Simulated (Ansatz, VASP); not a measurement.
**One calculation of AlGa2N2, two programs**

The input INCAR:

```
PREC     = Accurate       # precision mode
ENCUT    = 520            # plane-wave cutoff, eV
EDIFF    = 1E-6           # SCF threshold, eV
ISMEAR   = 0              # smearing method
SIGMA    = 0.1            # smearing width, eV
LREAL    = F              # projectors in reciprocal space
LASPH    = T              # aspherical terms in the spheres
NELM     = 80             # most SCF steps
ALGO     = Normal         # electronic algorithm
ISIF     = 2              # what is computed and relaxed
LWAVE    = F              # write WAVECAR
LCHARG   = F              # write CHGCAR
GGA      = PE             # functional
NBANDS   = 28             # bands
```

KPOINTS

```
Automatic mesh
0
Gamma
  6 6 6
```

POSCAR

```
AlGa2N2
1.0
    0.0000000000      2.4218115400      5.8149899900
    2.4098770900      0.0000000000      5.8149899900
    2.4098770900      2.4218115400      0.0000000000
Al Ga N
1 2 2
Direct
    0.5000000000      0.5000000000      0.5000000000
    0.2500000000      0.2500000000      0.2500000000
    0.7500000000      0.7500000000      0.7500000000
    0.1428000000      0.1428000000      0.8572000000
    0.8572000000      0.8572000000      0.1428000000
```

Input for Ansatz:

```yaml
crystal:
  lattice:
    - [0.0, 2.42181154, 5.81498999]
    - [2.40987709, 0.0, 5.81498999]
    - [2.40987709, 2.42181154, 0.0]
  atoms:
    - { symbol: Al, position: [0.5, 0.5, 0.5] }
    - { symbol: Ga, position: [0.25, 0.25, 0.25] }
    - { symbol: Ga, position: [0.75, 0.75, 0.75] }
    - { symbol: "N", position: [0.1428, 0.1428, 0.8572] }
    - { symbol: "N", position: [0.8572, 0.8572, 0.1428] }
basis:
  ecutwfc: 420
kpoints:
  mp_grid: { grid: [6, 6, 6] }
hamiltonian:
  xc: pbe
scf:
  occupations: { method: gaussian, width: 0.1 }
  lower_state_search: "off"
output:
  forces: true
  stress: true
  eigenvalues: true
```

Change from the starting cell: species swapped into the KCu2Se2 type (Fmmm, No. 69).

Alike in both runs: task single point; functional PBE; k mesh 6 × 6 × 6; occupations gaussian, width 0.1 eV; no spin polarisation.

```csv
,VASP,Ansatz
version,VASP 6.6.1,Ansatz 0.2.0
potentials or method,"VASP PAW PBE potentials, release 64 (Al, Ga_d, N), cutoff 520 eV","scalar-relativistic, plane waves, PAW"
valence electrons in the cell,39,39
```

Ansatz gave:

| Quantity | Value |
| --- | --- |
| gap on the k mesh at the Fermi level (eV) | none |
| pressure (GPa) | 10.5 |
| traceless stress, the component that is largest in VASP (GPa) | -14.48 |
| rms of the force components (eV/Å) | 0.444 |

**Question.** What did VASP give for the same quantities?

**Answer.** gap on the k mesh at the Fermi level (eV): none; pressure (GPa): 10.9; traceless stress, the component that is largest in VASP (GPa): -14.57; rms of the force components (eV/Å): 0.422.

Atom by atom the forces differ by 0.022 eV/Å (rms over components). A gap of «none» marks a metal or a gap that the smearing closes.
